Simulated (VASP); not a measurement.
As2Pb, 3 atoms in the cell. Symmetry: P4/mmm, No. 123, tetragonal system. The conventional cell has a = 3.905 Å, b = 3.905 Å, c = 5.513 Å, α = 90.00°, β = 90.00°, γ = 90.00°. As (site symmetry 4mm) has 1 As at 2.28 Å within 3.0 Å. Pb (site symmetry 4/mmm) has 8 As at 3.20 Å and 4 Pb at 3.90 Å within 4.2 Å. 

| Quantity | Value |
| --- | --- |
| Program | VASP 6.6.1 |
| Task | relaxation of cell and atoms |
| Functional | PBE |
| Potentials or basis | VASP PAW PBE potentials, release 64 (As, Pb_d) |
| Cutoff | 600 eV |
| k mesh | 12 × 12 × 8 |
| Occupations | gaussian, width 0.1 eV |
| Spin | no spin polarisation |
| Dipole correction | no |
| Further INCAR settings | ALGO = Normal; EDIFF = 1e-07; IBRION = 2; EDIFFG = -0.01; NSW = 100; ISIF = 3 |

Potentials or basis: VASP PAW PBE potentials, release 64 (As, Pb_d).

Launch:

```console
$ cat potpaw_PBE.64/As/POTCAR potpaw_PBE.64/Pb_d/POTCAR > POTCAR
$ mpirun -np 1 vasp_std > vasp.out
```

Hardware: 1 thread of AMD EPYC 7R13, on a shared host.

Task: How long does it take, and how much memory?

Result: Run time: 14 min on 1 thread of AMD EPYC 7R13, with other jobs on the host, peak memory 0.38 GiB. Counts: scf iterations 48, k points 140, ion steps 6.
